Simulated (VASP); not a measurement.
Wanted: the native input for a VASP 6.6.1 run.

| Quantity | Value |
| --- | --- |
| Task | relaxation of cell and atoms |
| Functional | LDA |
| Potentials or basis | VASP PAW LDA potentials, release 64 (W_sv, S) |
| Cutoff | 600 eV |
| k mesh | 10 × 10 × 1 |
| Occupations | fermi-dirac, width 0.05 eV |
| Spin | no spin polarisation |
| Dipole correction | no |
| Further INCAR settings | ALGO = Normal; EDIFF = 1e-06; IBRION = 2; EDIFFG = -0.01; NSW = 60; ISIF = 3 |

The structure of WS2 lies in POSCAR:

```
WS2
1.0
    3.1829541699      0.0000000000      0.0000000000
   -1.5914770850      2.7565191702      0.0000000000
    0.0000000000      0.0000000000     28.5322178600
W S
3 6
Direct
    0.6666666667      0.3333333333      0.4343616800
    0.6666666667      0.3333333333      0.8855337800
    0.0000000000      0.0000000000      0.6592864300
    0.6666666667      0.3333333333      0.6046252100
    0.0000000000      0.0000000000      0.3797102500
    0.0000000000      0.0000000000      0.8308482800
    0.6666666667      0.3333333333      0.7139522100
    0.0000000000      0.0000000000      0.4890304200
    0.0000000000      0.0000000000      0.9401857300
```

One way to write it, as run:

INCAR

```
SYSTEM = WS2
ALGO = Normal ; EDIFF = 1E-6
EDIFFG = -0.01 ; ENCUT = 600
IBRION = 2 ; ISIF = 3
ISMEAR = -1 ; LASPH = .True.
LCHARG = .False. ; LREAL = .False.
LWAVE = .False. ; NELM = 60
NSW = 60 ; PREC = Accurate
SIGMA = 0.05
```

KPOINTS

```
k-points
0
Gamma
  10 10 1
  0 0 0
```

Potentials or basis: VASP PAW LDA potentials, release 64 (W_sv, S).

The run is started by

```sh
$ cat potpaw_LDA.64/W_sv/POTCAR potpaw_LDA.64/S/POTCAR > POTCAR
$ mpirun -np 1 vasp_std > vasp.out
```

Results of the run:

```json
{
  "Relaxed cell": "a = 3.129 Å, b = 3.129 Å, c = 27.089 Å, α = 90.00°, β = 90.00°, γ = 120.00°",
  "Space group after relaxing (to 0.1 Å)": "P-6m2 (No. 187)",
  "Energy gained by relaxing": "16.0 meV/atom",
  "Ionic steps": "23",
  "Largest force after relaxing": "0.009 eV/Å",
  "Band gap on the k mesh": "1.18 eV (least direct gap 2.25 eV)"
}
```

Caveat: spin-orbit coupling is left out, which moves the levels of the heavy elements.

Run time: 32 min on 1 thread of Intel(R) Xeon(R) 6975P-C (Granite Rapids), with other jobs on the host, peak memory 0.46 GiB.
